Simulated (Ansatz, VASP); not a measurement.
MoIr4: VASP beside Ansatz

File INCAR:

```
SYSTEM = MoIr4
ALGO = Normal
EDIFF = 1E-7
ENCUT = 520
GGA = PE
ISIF = 2
ISMEAR = 0
LASPH = .True.
LCHARG = .False.
LREAL = .False.
LWAVE = .False.
NBANDS = 33
NELM = 60
PREC = Accurate
SIGMA = 0.1
```

KPOINTS

```
k-points
0
Gamma
  6 6 4
  0 0 0
```

Contents of POSCAR:

```
MoIr4
1.0
    3.4760557900      0.0000000000      0.0000000000
   -1.7380278900      3.0103526200      0.0000000000
    0.0000000000      0.0000000000      7.0995900300
Mo Ir
1 4
Direct
    0.6666666700      0.3333333300      0.5000000000
    0.3333333300      0.6666666700      0.5000000000
    0.0000000000      0.0000000000      0.1609877800
    0.0000000000      0.0000000000      0.8390122200
    0.0000000000      0.0000000000      0.5000000000
```

Input for Ansatz:

```yaml
crystal:
  lattice:
    - [3.47605579, 0.0, 0.0]
    - [-1.73802789, 3.01035262, 0.0]
    - [0.0, 0.0, 7.09959003]
  atoms:
    - { symbol: Mo, position: [0.66666667, 0.33333333, 0.5] }
    - { symbol: Ir, position: [0.33333333, 0.66666667, 0.5] }
    - { symbol: Ir, position: [0.0, 0.0, 0.16098778] }
    - { symbol: Ir, position: [0.0, 0.0, 0.83901222] }
    - { symbol: Ir, position: [0.0, 0.0, 0.5] }
basis:
  ecutwfc: 420
kpoints:
  mp_grid: { grid: [6, 6, 4] }
hamiltonian:
  xc: pbe
scf:
  occupations: { method: gaussian, width: 0.1 }
  lower_state_search: "off"
output:
  forces: true
  stress: true
  eigenvalues: true
```

Alike in both runs: task single point; functional PBE; k mesh 6 × 6 × 4; occupations gaussian, width 0.1 eV; no spin polarisation.

|  | VASP | Ansatz |
| --- | --- | --- |
| version | VASP 6.6.1 | Ansatz 0.2.0 |
| potentials or method | VASP PAW PBE potentials, release 64 (Mo_sv, Ir), cutoff 520 eV | scalar-relativistic, plane waves, PAW |
| valence electrons in the cell | 50 | 82 |

```tsv
	VASP	Ansatz	Ansatz less VASP
gap on the k mesh at the Fermi level (eV)	none	none	-
rms of the force components (eV/Å)	0.566	0.486	-0.0802
```

Atom by atom the forces differ by 0.080 eV/Å (rms over components). A gap of «none» marks a metal or a gap that the smearing closes. VASP's potentials hold 50 valence electrons a cell and Ansatz's 82, so a difference there can come from the potentials and not from the codes.

Neither program's run includes spin-orbit coupling.
